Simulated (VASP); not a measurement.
Runs of VASP 6.6.1 on Rb. The structure is that of space group P6_3/mmc (No. 194), or close to it. The cells are those of the table. This isn't the form of Rb at room conditions, which is bcc.

| cell | k mesh | gap on the mesh (eV) | pressure (GPa) |
| --- | --- | --- | --- |
| a = 5.047, b = 5.047, c = 16.652 Å, angles 90.0, 90.0, 120.0°, 4 atoms | 8 × 8 × 3 | none | (a) |
| a = 5.116, b = 5.116, c = 16.880 Å, angles 90.0, 90.0, 120.0°, 4 atoms | 8 × 8 × 3 | none | 0.0 |
| a = 5.183, b = 5.183, c = 17.102 Å, angles 90.0, 90.0, 120.0°, 4 atoms | 8 × 8 × 3 | none | -0.1 |
| a = 5.116, b = 5.116, c = 16.880 Å, angles 90.0, 90.0, 120.0°, 4 atoms | 7 × 7 × 2 | none | 0.0 |
| a = 4.902, b = 4.902, c = 16.176 Å, angles 90.0, 90.0, 120.0°, 4 atoms | 8 × 8 × 3 | none | 0.4 |
| a = 4.975, b = 4.975, c = 16.417 Å, angles 90.0, 90.0, 120.0°, 4 atoms | 8 × 8 × 3 | none | 0.2 |

Alike in all rows: task single point; level BLYP; potentials or basis VASP PAW PBE potentials, release 64 (Rb_sv); no spin polarisation; cutoff (eV) 520; smearing fermi-dirac 0.1 eV.

Q: Fill in the values left out.

A: (a) 0.1.

Caveats: the PAW data sets were made with another functional, which shifts forces and pressure a little.

A k mesh can miss the band edges, and the runs leave out spin-orbit coupling on Rb.

A gap of «none» marks levels without a gap at the run's occupations.
